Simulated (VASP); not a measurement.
# C (P2_1/m) in VASP: notebook

The runs below take C through single point, with PBE+D3(BJ).

Program: VASP 6.6.1. These are calculated values, not measurements. Logs are shortened: lines on timing, memory, paths and dates and some standing lists are left out, and cuts for length are marked.

## 1. The cell of the first run

It takes space group P2_1/m (No. 11, monoclinic). Conventional cell: a = 3.650 Å, b = 2.465 Å, c = 9.917 Å, α = 90.00°, β = 97.61°, γ = 90.00°. C (site symmetry m) has 3 C at 1.42 Å within 1.9 Å. C (site symmetry m) has 2 C at 1.42 Å within 1.9 Å. C (site symmetry m) has 3 C at 1.42 Å within 1.9 Å. C (site symmetry m) has 3 C at 1.42 Å within 1.9 Å. C (site symmetry m) has 3 C at 1.42 Å within 1.9 Å.

## 2. Single point, PBE+D3(BJ)

Contents of INCAR:

```
SYSTEM = C
PREC     = Accurate       ! precision mode
ENCUT    = 520            ! plane-wave cutoff, eV
EDIFF    = 1E-6           ! SCF threshold, eV
ISMEAR   = 0              ! smearing method
SIGMA    = 0.05           ! smearing width, eV
LREAL    = .FALSE.        ! projectors in reciprocal space
LASPH    = .TRUE.         ! aspherical terms in the spheres
NELM     = 80             ! most SCF steps
ALGO     = Normal         ! electronic algorithm
ISIF     = 2              ! what is computed and relaxed
LWAVE    = .FALSE.        ! write WAVECAR
LCHARG   = .FALSE.        ! write CHGCAR
GGA      = PE             ! functional
IVDW     = 12             ! dispersion correction
NBANDS   = 31             ! bands
ISYM     = 0
```

Contents of KPOINTS:

```
Automatic mesh
0
G
  7 11 3
  0 0 0
```

Contents of POSCAR:

```
C
1.0
    0.0000000000      1.4231666446     -3.3613878322
   -2.4649969361      0.0000000000      0.0000000000
    2.4649969361      9.9621665124      1.6806939161
C
10
Direct
    0.1335323616      0.4666382341      0.8666382341
    0.7335323616      0.6666382341      0.0666382341
    0.8335323616      0.3666382341      0.2666382341
   -0.0664676384      1.0666382341      0.4666382341
    0.0335323616      0.7666382341      0.6666382341
    0.7664676384      0.2333617659      0.1333617659
   -0.1335323615      0.9333617659      0.3333617659
   -0.0335323615      0.6333617659      0.5333617659
    0.0664676384      1.3333617659      0.7333617659
    0.1664676385      1.0333617659      0.9333617659
```

Potentials or basis: VASP PAW PBE potentials, release 64 (C).

The run is started by

```bash
$ cat potpaw_PBE.64/C/POTCAR > POTCAR
$ mpirun -np 1 vasp_std > vasp.out
```

OUTCAR:

```text
SYSTEM = C
   PREC = Accurate
   ENCUT = 520
   EDIFF = 1E-6
   ISMEAR = 0
   LREAL = .FALSE.
   LASPH = .TRUE.
   NELM = 80
   ISIF = 2
   GGA = PE
   IVDW = 12
   ISYM = 0
 IVDW          = 12

 ion  position               nearest neighbor table
   1  0.134  0.467  0.867-  10 1.42  10 1.42   9 1.42
   2  0.734  0.667  0.067-   6 1.42   6 1.42
   3  0.834  0.367  0.267-   7 1.42   7 1.42   6 1.42
   4  0.934  0.067  0.467-   8 1.42   8 1.42   7 1.42
   5  0.034  0.767  0.667-   9 1.42   9 1.42   8 1.42
   6  0.766  0.233  0.133-   2 1.42   2 1.42   3 1.42
   7  0.866  0.933  0.333-   3 1.42   3 1.42   4 1.42
   8  0.966  0.633  0.533-   4 1.42   4 1.42   5 1.42
   9  0.066  0.333  0.733-   5 1.42   5 1.42   1 1.42
  10  0.166  0.033  0.933-   1 1.42   1 1.42

IMPORTANT INFORMATION: All symmetrisations will be switched off!
NOSYMM: (Re-)initialisation of all symmetry stuff for point group C_1.

----------------------------------------------------------------------------------------

                                     Primitive cell

  volume of cell :      88.4407

  direct lattice vectors                    reciprocal lattice vectors
     0.000000000  1.423166645 -3.361387832     0.000000000  0.046843893 -0.277663090
    -2.464996936  0.000000000  0.000000000    -0.405680017  0.093687787  0.039666156
     2.464996936  9.962166512  1.680693916     0.000000000  0.093687787  0.039666156

  length of vectors
     3.650250876  2.464996936 10.399312648     0.281586829  0.418242850  0.101738908

  position of ions in fractional coordinates (direct lattice)
     0.133532362  0.466638234  0.866638234
     0.733532362  0.666638234  0.066638234
     0.833532362  0.366638234  0.266638234
     0.933532362  0.066638234  0.466638234
     0.033532362  0.766638234  0.666638234
     0.766467638  0.233361766  0.133361766
     0.866467638  0.933361766  0.333361766
     0.966467638  0.633361766  0.533361766
     0.066467638  0.333361766  0.733361766
     0.166467639  0.033361766  0.933361766

  ion indices of the primitive-cell ions
   primitive index   ion index
                 1           1
                 2           2
                 3           3
                 4           4
                 5           5
                 6           6
                 7           7
                 8           8
                 9           9
                10          10

----------------------------------------------------------------------------------------

 KPOINTS: Automatic mesh

Automatic generation of k-mesh.
 Grid dimensions read from file:
 generate k-points for:    7   11    3

 Generating k-lattice:

  Cartesian coordinates                     Fractional coordinates (reciprocal lattice)
     0.000000000  0.006691985 -0.039666156     0.142857143  0.000000000  0.000000000
    -0.036880002  0.008517072  0.003606014     0.000000000  0.090909091  0.000000000
     0.000000000  0.031229262  0.013222052     0.000000000  0.000000000  0.333333333

  Length of vectors
     0.040226690  0.038022077  0.033912969

  Shift w.r.t. Gamma in fractional coordinates (k-lattice)
     0.000000000  0.000000000  0.000000000

 -----------------------------------------------------------------------------
|                                                                             |
|           W    W    AA    RRRRR   N    N  II  N    N   GGGG   !!!           |
|           W    W   A  A   R    R  NN   N  II  NN   N  G    G  !!!           |
|           W    W  A    A  R    R  N N  N  II  N N  N  G       !!!           |
|           W WW W  AAAAAA  RRRRR   N  N N  II  N  N N  G  GGG   !            |
|           WW  WW  A    A  R   R   N   NN  II  N   NN  G    G                |
|           W    W  A    A  R    R  N    N  II  N    N   GGGG   !!!           |
|                                                                             |
|     Your reciprocal lattice and k-lattice belong to different lattice       |
|     classes:                                                                |
|                                                                             |
|        The reciprocal lattice is simple monoclinic,                         |
|        whereas your k-lattice is triclinic.                                 |
|                                                                             |
|     Results are often still useful ...                                      |
|                                                                             |
 -----------------------------------------------------------------------------

 WARNING: IBZKPT: internal override: KBLOWUP is changed to .FALSE.
      ... skipping the blow-up phase ...

 Subroutine IBZKPT returns following result:
 ===========================================

 Found    116 irreducible k-points:

 Following reciprocal coordinates:
            Coordinates               Weight
  0.000000  0.000000  0.000000      1.000000
  0.142857  0.000000 -0.000000      2.000000
  0.285714  0.000000  0.000000      2.000000
  0.428571  0.000000  0.000000      2.000000
  0.000000  0.090909  0.000000      2.000000
  0.142857  0.090909  0.000000      2.000000
[... 16 lines left out ...]
 -0.428571  0.272727  0.000000      2.000000
 -0.285714  0.272727  0.000000      2.000000
 [... further k-points ...]
   k-points           NKPTS =    116   k-points in BZ     NKDIM =    116   number of bands    NBANDS=     31
   number of dos      NEDOS =    301   number of ions     NIONS =     10
   total plane-waves  NPLWV =  40320
   dimension x,y,z NGX =    28 NGY =   18 NGZ =   80
   dimension x,y,z NGXF=    56 NGYF=   36 NGZF=  160
   ions per type =              10
   NGX,Y,Z   is equivalent  to a cutoff of  12.75, 12.14, 12.79 a.u.
   NGXF,Y,Z  is equivalent  to a cutoff of  25.50, 24.28, 25.58 a.u.
 SYSTEM =  C
   PREC   = accura    normal or accurate (medium, high low for compatibility)
   ISTART =      0    job   : 0-new  1-cont  2-samecut
   ICHARG =      2    charge: 1-file 2-atom 10-const
   ISPIN  =      1    spin polarized calculation?
   LNONCOLLINEAR =      F non collinear calculations
   LSORBIT =      F    spin-orbit coupling
   LASPH  =      T    aspherical Exc in radial PAW
   ENCUT  =  520.0 eV  38.22 Ry    6.18 a.u.   6.79  4.58 19.34*2*pi/ulx,y,z
   NELM   =     80;   NELMIN=  2; NELMDL= -5     # of ELM steps
   EDIFF  = 0.1E-05   stopping-criterion for ELM
   LREAL  =      F    real-space projection
   EDIFFG = 0.1E-04   stopping-criterion for IOM
   NSW    =      0    number of steps for IOM
   IBRION =     -1    ionic relax: 0-MD 1-quasi-New 2-CG
   NFREE  =      0    steps in history (QN), initial steepest desc. (CG)
   ISIF   =      2    stress and relaxation
   ISYM   =      0    0-nonsym 1-usesym 2-fastsym
   POTIM  = 0.5000    time-step for ionic-motion
   TEBEG  =    0.0;   TEEND  =   0.0 temperature during run
   PSTRESS=    0.0 pullay stress
   NELECT =      40.0000    total number of electrons
   NUPDOWN=      -1.0000    fix difference up-down
   EMIN   =  10.00;   EMAX   =-10.00  energy-range for DOS
   EFERMI =   0.00;   METHOD = LEGACY
   ISMEAR =     0;   SIGMA  =   0.05  broadening in eV -4-tet -1-fermi 0-gaus
   EFERMI_NEDOS =   21; number of points for ismear=-14 and -15
   IALGO  =     38    algorithm
   IMIX   =      4    mixing-type and parameters
     AMIX     =   0.40;   BMIX     =  1.00
     AMIX_MAG =   1.60;   BMIX_MAG =  1.00
  volume/ion in A,a.u.               =       8.84        59.68
  Fermi-wavevector in a.u.,A,eV,Ry     =   1.256640  2.374705 21.485554  1.579144
  Thomas-Fermi vector in A             =   2.390338
   LORBIT       =      0    0 simple, 1 ext, 2 COOP (PROOUT), +10 PAW based schemes
   GGA     = PE    functional components
   LHFCALC =     F    Hartree Fock is set to
   AEXX    =    0.0000 exact exchange contribution
   IVDW    =    12    specifies the selected vdW correction
   LEPSILON=     F    determine dielectric tensor
   LRPA    =     F    only Hartree local field effects (RPA)
 non-spin polarized calculation
 Gauss-broadening in eV      SIGMA  =   0.05
  energy-cutoff  :      520.00
  volume of cell :       88.44
 maximum number of plane-waves:      2408
   NGX = 13   NGY =  9   NGZ = 39

 number of electron      39.9999999 magnetization

 Free energy of the ion-electron system (eV)
  ---------------------------------------------------
  ext. energy  EPLUGINS =         0.00000000
  ---------------------------------------------------
  free energy    TOTEN  =       -85.66627338 eV

  energy without entropy =      -85.66084976  energy(sigma->0) =      -85.66356157

 E-fermi :   4.5555     XC(G=0): -10.4308

 val. band max:        4.5542934609   @ k =  -0.4286   0.4545   0.3333
 cond. band min:       4.5619215726   @ k =   0.2857   0.3636   0.0000
 fundamental gap:      0.0076281117
 Fermi energy:         4.5554950635

 k-point     1 :       0.0000    0.0000    0.0000
  band No.  band energies     occupation
      1     -15.0197      2.00000
      2     -14.1107      2.00000
      3     -13.8554      2.00000
      4     -11.3238      2.00000
      5     -10.7894      2.00000
      6      -6.8635      2.00000
[... 23 lines left out ...]
     30      13.0012      0.00000
     31      13.3039      0.00000

 k-point     2 :       0.1429    0.0000   -0.0000
  band No.  band energies     occupation
      1     -14.9701      2.00000
      2     -14.0810      2.00000
      3     -13.8122      2.00000
      4     -11.3315      2.00000
      5     -10.7787      2.00000
      6      -6.9179      2.00000
[... 740 lines left out ...]
 k-point    24 :      -0.2857    0.2727    0.0000
  band No.  band energies     occupation
      1     -13.4593      2.00000
      2     -13.0606      2.00000
      3     -11.9556      2.00000
      4     -10.7598      2.00000
      5      -8.9933      2.00000
      6      -6.8822      2.00000
[... 23 lines left out ...]
     30      13.9673      0.00000
     31      14.6359      0.00000

 [... further k-points ...]

------------------------ aborting loop because EDIFF is reached ----------------------------------------

 Edisp (eV)   -1.57422

 E8    (eV) :    -0.4472

  FORCE on cell =-STRESS in cart. coord.  units (eV):
  Direction    XX          YY          ZZ          XY          YZ          ZX
  --------------------------------------------------------------------------------------
  -------------------------------------------------------------------------------------
  Total       0.97552     1.75528     0.33149     0.10289     1.34913     0.00288
  in kB      17.67236    31.79845     6.00529     1.86399    24.44062     0.05218
  external pressure =       18.49 kB  Pullay stress =        0.00 kB

 VOLUME and BASIS-vectors are now :
 -----------------------------------------------------------------------------
  energy-cutoff  :      520.00
  volume of cell :       88.44
      direct lattice vectors                 reciprocal lattice vectors
     0.000000000  1.423166645 -3.361387832     0.000000000  0.046843893 -0.277663090
    -2.464996936  0.000000000  0.000000000    -0.405680017  0.093687787  0.039666156
     2.464996936  9.962166512  1.680693916     0.000000000  0.093687787  0.039666156

 POSITION                                       TOTAL-FORCE (eV/Angst)
 -----------------------------------------------------------------------------------
      0.98600      8.82363      1.00770        -0.016968      1.094365      0.521258
     -1.47900      1.70780     -2.35369        -0.010303      0.791402      1.420370
     -0.24650      3.84255     -2.35369        -0.016901      0.934846      0.257513
      0.98600      5.97730     -2.35369        -0.019450      0.198568      0.004542
     -0.24650      6.68888      1.00770        -0.019365      0.336887      0.040885
     -0.24650      2.41938     -2.35225         0.016956     -1.094285     -0.521266
     -1.47900      4.55413     -2.35225         0.019361     -0.336897     -0.040891
     -0.24650      6.68888     -2.35225         0.019448     -0.198596     -0.004529
      0.98600      7.40047      1.00913         0.016888     -0.934852     -0.257480
      2.21850      9.53522      1.00913         0.010334     -0.791439     -1.420403
 -----------------------------------------------------------------------------------
    total drift:                               -0.000005      0.000037     -0.000043

  FREE ENERGIE OF THE ION-ELECTRON SYSTEM (eV)
  ---------------------------------------------------
  free  energy   TOTEN  =       -87.2404895465 eV

  energy  without entropy=      -87.2350659249  energy(sigma->0) =      -87.23777774
```

Wall time 3.4 min (1 thread of AMD EPYC 9R45 (Zen 5), shared host); peak memory 0.3 GiB.

What came out:

| Quantity | Value |
| --- | --- |
| Free energy | -87.2405 eV |
| Pressure | 1.8 GPa |
| Largest force | 1.626 eV/Å |
| Band gap on the k mesh | zero (band 20 reaches 5.15 eV, above the bottom of band 21 at 4.16 eV) |
| Dispersion energy per atom | -0.157 eV |

Forces on the atoms (eV/Å):
```
C   -0.017  1.094  0.521
C   -0.010  0.791  1.420
C   -0.017  0.935  0.258
C   -0.019  0.199  0.005
C   -0.019  0.337  0.041
C    0.017 -1.094 -0.521
C    0.019 -0.337 -0.041
C    0.019 -0.199 -0.005
C    0.017 -0.935 -0.257
C    0.010 -0.791 -1.420
```

Caveat: pairwise dispersion overbinds metals, which lowers pressure and volume; forces of over 1 eV/Å act on the atoms, so gaps and moduli don't describe the material at rest.

## 3. Single point, PBE+D3(BJ)

This run uses another cell than the first one, of 8.57 Å³/atom, 0.969 times its volume.

Contents of INCAR:

```
  PREC = Accurate
  ENCUT = 520
  EDIFF = 1E-6
  ISMEAR = 0
  SIGMA = 0.05
  LREAL = F
  LASPH = T
  NELM = 100
  ALGO = Normal
  ISIF = 2
  LWAVE = F
  LCHARG = T
  GGA = PE
  IVDW = 12
  LELF = T
  LVHAR = T
  ISYM = 0
  NBANDS = 31
```

Contents of KPOINTS:

```
regular mesh
0
Gamma
  7 11 3
```

Contents of POSCAR:

```
C
1.0
    0.0000000000      1.4231666446     -3.3613878322
   -2.4649969361      0.0000000000      0.0000000000
    2.4649969361      9.6859070486      1.5637293545
C
10
Direct
    0.1160689893      0.4939222356      0.8939222356
    0.7321895541      0.6687361772      0.0687361772
    0.8281594129      0.3750326918      0.2750326918
   -0.0758707283      1.0813292064      0.4813292064
    0.0200991305      0.7876257210      0.6876257210
    0.7637803047      0.2375603374      0.1375603374
   -0.1402498365      0.9438568521      0.3438568521
   -0.0442799777      0.6501533667      0.5501533667
    0.0516898811      1.3564498813      0.7564498813
    0.1476597399      1.0627463959      0.9627463959
```

Potentials or basis: VASP PAW PBE potentials, release 64 (C).

The run is started by

```bash
$ cat potpaw_PBE.64/C/POTCAR > POTCAR
$ mpirun -np 1 vasp_std > vasp.out
```

It took 4.5 min on 1 thread of Intel Xeon 6975P-C, shared host; peak memory 0.33 GiB.

Results (log left out):

```
Free energy                : -87.0084 eV
Pressure                   : 4.8 GPa
Largest force              : 2.451 eV/Å
Band gap on the k mesh     : zero (band 20 reaches 6.19 eV, above the bottom of band 21 at 4.57 eV)
Dispersion energy per atom : -0.147 eV
```

Forces on the atoms (eV/Å):
```
C    0.004  0.748  1.704
C    0.004 -0.327  2.429
C    0.002  1.486  0.287
C    0.001  0.377  0.013
C    0.002  0.646 -0.021
C   -0.004 -0.748 -1.704
C   -0.002 -0.646  0.021
C   -0.001 -0.377 -0.013
C   -0.002 -1.486 -0.287
C   -0.004  0.327 -2.429
```

Stress tensor (GPa, compression positive):
```
 6.73 -0.02 -0.01
-0.02  6.72 -0.66
-0.01 -0.66  0.92
```

Levels at points of the mesh, in eV from the Fermi level:
```csv
k point,band 17,band 18,band 19,band 20,band 21,band 22,band 23,band 24
"(0.00, 0.00, 0.00)",-3.94,-3.55,-2.85,-1.25,0.93,1.83,4.26,4.81
```

Caveat: pairwise dispersion overbinds metals, which lowers pressure and volume; forces of over 1 eV/Å act on the atoms, so gaps and moduli don't describe the material at rest.

## 4. Single point, PBE+D3(BJ)

This run uses another cell than the first one, of 9.11 Å³/atom, 1.031 times its volume.

Contents of INCAR:

```
SYSTEM = C
PREC = Accurate
ENCUT = 520
EDIFF = 1E-7
ISMEAR = 0
SIGMA = 0.05
LREAL = .FALSE.
LASPH = .TRUE.
NELM = 100
ALGO = Normal
ISIF = 2
LWAVE = .FALSE.
LCHARG = .TRUE.
GGA = PE
IVDW = 12
LELF = .TRUE.
LVHAR = .TRUE.
ISYM = 0
NBANDS = 31
```

Contents of KPOINTS:

```
Automatic mesh
0
G
  7 11 3
  0 0 0
```

Contents of POSCAR:

```
C
1.0
    0.0000000000      1.4231666446     -3.3613878322
   -2.4649969361      0.0000000000      0.0000000000
    2.4649969361     10.2384259762      1.7976584777
C
10
Direct
    0.1499612843      0.4409704108      0.8409704108
    0.7347956273      0.6646645635      0.0646645635
    0.8385870415      0.3587410253      0.2587410253
   -0.0576215442      1.0528174871      0.4528174871
    0.0461698700      0.7468939490      0.6468939490
    0.7689957869      0.2294118983      0.1294118983
   -0.1272127988      0.9234883602      0.3234883602
   -0.0234213846      0.6175648220      0.5175648220
    0.0803700297      1.3116412838      0.7116412838
    0.1841614439      1.0057177457      0.9057177457
```

The run is started by

```bash
$ cat potpaw_PBE.64/C/POTCAR > POTCAR
$ mpirun -np 1 vasp_std > vasp.out
```

Wall time 7 min (1 thread of Intel Xeon Platinum 8259CL at 2.50GHz (Skylake/Cascade Lake), shared host); peak memory 0.33 GiB.

The run converged. Its results:

```
Free energy                : -87.5053 eV
Pressure                   : 0.1 GPa
Largest force              : 1.276 eV/Å
Band gap on the k mesh     : zero (band 20 reaches 4.31 eV, above the bottom of band 21 at 3.89 eV)
Dispersion energy per atom : -0.157 eV
```

Forces in eV/Å, atoms in the order of the input:
```
C    0.005  1.276 -0.013
C    0.000  1.048  0.524
C    0.007  0.679  0.250
C    0.008  0.050 -0.014
C    0.007  0.108  0.027
C   -0.005 -1.276  0.013
C   -0.007 -0.108 -0.027
C   -0.008 -0.050  0.014
C   -0.006 -0.679 -0.250
C    0.000 -1.048 -0.524
```

Stress tensor (GPa, compression positive):
```
-1.65 -0.07 -0.02
-0.07  1.89  3.54
-0.02  3.54  0.01
```

Levels at points of the mesh, in eV from the Fermi level:
```
           k point  band 16  band 17  band 18  band 19  band 20  band 21  band 22  band 23  band 24  band 25
(0.00, 0.00, 0.00)    -4.13    -3.62    -3.17    -2.55    -0.94     1.22     2.01     4.87     4.95     6.33
```

Caveat: pairwise dispersion overbinds metals, which lowers pressure and volume; forces of over 1 eV/Å act on the atoms, so gaps and moduli don't describe the material at rest.

## 5. The runs side by side

```csv
cell,gap on the mesh (eV),pressure (GPa),largest force (eV/Å)
"a = 3.650, b = 2.465, c = 10.399 Å, angles 103.7, 77.0, 90.0°, 10 atoms",none,1.8,1.63
"a = 3.650, b = 2.465, c = 10.116 Å, angles 104.1, 76.6, 90.0°, 10 atoms",none,4.8,2.45
"a = 3.650, b = 2.465, c = 10.683 Å, angles 103.3, 77.4, 90.0°, 10 atoms",none,0.1,1.28
```

Alike in all rows: task single point; level PBE+D3(BJ); potentials or basis VASP PAW PBE potentials, release 64 (C); no spin polarisation; k mesh 7 × 11 × 3; cutoff (eV) 520; smearing gaussian 0.05 eV.

Caveats: pairwise dispersion overbinds metals, which lowers pressure and volume; forces of over 1 eV/Å act on the atoms, so gaps and moduli don't describe the material at rest.

Absolute energies hang on the potentials; compare differences alone.
